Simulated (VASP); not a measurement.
Runs of VASP 6.6.1 on MoH5. The structure is that of space group F-43m (No. 216), or close to it. The cells are those of the table. 

```csv
task,cell,k mesh,cutoff (eV),k mesh for the DOS,occupations for the DOS,gap on the mesh (eV),pressure (GPa)
relaxation of cell and atoms,"relaxed from a = 4.272 Å, angles 60.0°, 6 atoms",6 × 6 × 6,600,-,-,none,-0.4
single point,"a = 3.450 Å, angles 60.0°, 6 atoms",14 × 14 × 14,520,-,-,none,(a)
single point,"a = 4.272 Å, angles 60.0°, 6 atoms",6 × 6 × 6,520,-,-,none,-32.9
single point,"a = 3.444 Å, angles 60.0°, 6 atoms",6 × 6 × 6,520,-,-,none,-0.1
```

Alike in all rows: level PBE; potentials or basis VASP PAW PBE potentials, release 64 (H, Mo_sv); no spin polarisation; smearing gaussian 0.1 eV.

**Question.** Estimate the missing entries.

**Answer.** (a) 0.0.

Caveats: some runs use coarse meshes.

A k mesh can miss the band edges, and the runs leave out spin-orbit coupling on Mo.

A gap of «none» marks levels without a gap at the run's occupations.
